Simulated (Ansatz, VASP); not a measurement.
**Sc3B2P in VASP and in Ansatz**

```
Sc B P
1.0
     5.24322    0.00000    0.00000
     0.00000    5.24322    0.00000
     0.00000    0.00000    6.02742
Sc B P
3 2 1
Direct
  0.50000 0.50000 0.00000
  0.00000 0.50000 0.00000
  0.50000 0.00000 0.00000
  0.50000 0.50000 0.36972
  0.50000 0.50000 0.63028
  0.00000 0.00000 0.00000
```

Alike in both runs: functional PBE; k mesh 4 × 4 × 4; occupations gaussian, width 0.1 eV; no spin polarisation.

Ansatz relaxed the structure, and its values are those at the end. VASP's run is a single point on that final structure, the one shown.

```csv
,VASP,Ansatz
version,VASP 6.6.1,Ansatz 0.2.0
potentials or method,"VASP PAW PBE potentials, release 64 (Sc_sv, B, P), cutoff 520 eV","scalar-relativistic, plane waves, PAW"
valence electrons in the cell,44,44
```

|  | VASP | Ansatz | Ansatz less VASP |
| --- | --- | --- | --- |
| gap on the k mesh at the Fermi level (eV) | none | none | - |
| pressure (GPa) | 0.3 | 0.3 | -0.06 |

A gap of «none» marks a metal or a gap that the smearing closes. The functional is the same, so the differences come from potentials, cutoffs and numerics.
